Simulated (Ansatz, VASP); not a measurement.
## Two plane-wave programs on Al3B2N5

File INCAR:

```
SYSTEM = Al3B2N5
ALGO = Normal
EDIFF = 1E-6
ENCUT = 520
GGA = PE
ISIF = 2
ISMEAR = 0
LASPH = .True.
LCHARG = .False.
LREAL = .False.
LWAVE = .False.
NBANDS = 31
NELM = 80
PREC = Accurate
SIGMA = 0.1
```

KPOINTS

```
k-points
0
Gamma
  8 8 8
  0 0 0
```

File POSCAR:

```
Al3B2N5
1.0
   -1.5901216900      1.5901216900     11.2438582700
    1.5901216900     -1.5901216900     11.2438582700
    1.5901216900      1.5901216900    -11.2438582700
Al B N
3 2 5
Direct
    0.9000000000      0.9000000000      0.0000000000
    0.5000000000      0.5000000000      0.0000000000
    0.1000000000      0.1000000000      0.0000000000
    0.7000000000      0.7000000000      0.0000000000
    0.3000000000      0.3000000000      0.0000000000
    0.0000000000      0.0000000000      0.0000000000
    0.6000000000      0.6000000000      0.0000000000
    0.2000000000      0.2000000000      0.0000000000
    0.8000000000      0.8000000000      0.0000000000
    0.4000000000      0.4000000000      0.0000000000
```

Input for Ansatz:

```yaml
crystal:
  lattice:
    - [-1.59012169, 1.59012169, 11.24385827]
    - [1.59012169, -1.59012169, 11.24385827]
    - [1.59012169, 1.59012169, -11.24385827]
  atoms:
    - { symbol: Al, position: [0.9, 0.9, 0.0] }
    - { symbol: Al, position: [0.5, 0.5, 0.0] }
    - { symbol: Al, position: [0.1, 0.1, 0.0] }
    - { symbol: B, position: [0.7, 0.7, 0.0] }
    - { symbol: B, position: [0.3, 0.3, 0.0] }
    - { symbol: "N", position: [0.0, 0.0, 0.0] }
    - { symbol: "N", position: [0.6, 0.6, 0.0] }
    - { symbol: "N", position: [0.2, 0.2, 0.0] }
    - { symbol: "N", position: [0.8, 0.8, 0.0] }
    - { symbol: "N", position: [0.4, 0.4, 0.0] }
basis:
  ecutwfc: 420
kpoints:
  mp_grid: { grid: [8, 8, 8] }
hamiltonian:
  xc: pbe
scf:
  occupations: { method: gaussian, width: 0.1 }
  lower_state_search: "off"
output:
  forces: true
  stress: true
  eigenvalues: true
```

Alike in both runs: task single point; functional PBE; k mesh 8 × 8 × 8; occupations gaussian, width 0.1 eV; no spin polarisation.

|  | VASP | Ansatz |
| --- | --- | --- |
| version | VASP 6.6.1 | Ansatz 0.2.0 |
| potentials or method | VASP PAW PBE potentials, release 64 (Al, B, N), cutoff 520 eV | scalar-relativistic, plane waves, PAW |
| valence electrons in the cell | 40 | 40 |

|  | VASP | Ansatz | Ansatz less VASP |
| --- | --- | --- | --- |
| gap on the k mesh at the Fermi level (eV) | none | none | - |
| rms of the force components (eV/Å) | 0.220 | 0.221 | +0.0001 |

Atom by atom the forces differ by 0.000 eV/Å (rms over components). A gap of «none» marks a metal or a gap that the smearing closes. The functional is the same, so the differences come from potentials, cutoffs and numerics.
